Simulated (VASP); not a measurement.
Ga, 2 atoms in the cell. The structure is monoclinic, space group C2/c (No. 15). Conventional cell: a = 2.683 Å, b = 7.826 Å, c = 3.295 Å, α = 90.00°, β = 90.68°, γ = 90.00°. Ga (site symmetry 2) has 10 Ga at 2.66 to 3.29 Å within 3.5 Å. 

| Property | Result |
| --- | --- |
| Program | VASP 6.6.1 |
| Task | single point |
| Functional | LDA |
| Potentials or basis | VASP PAW LDA potentials, release 64 (Ga_d) |
| Cutoff | 520 eV |
| k mesh | 17 × 17 × 11 |
| Occupations | fermi-dirac, width 0.1 eV |
| Spin | no spin polarisation |
| Dipole correction | no |
| Further INCAR settings | ALGO = Normal; EDIFF = 1e-07; NBANDS = 20 |

Potentials or basis: VASP PAW LDA potentials, release 64 (Ga_d).

Run with:

```bash
$ cat potpaw_LDA.64/Ga_d/POTCAR > POTCAR
$ mpirun -np 1 vasp_std > vasp.out
```

Hardware: 1 thread of Intel Xeon 8259CL (shared host).

**Question.** Estimate the wall time of this run.

**Answer.** It took 11 min on 1 thread of Intel Xeon 8259CL, with other jobs on the host, peak memory 0.53 GiB. Counts: scf iterations 11, k points 846.
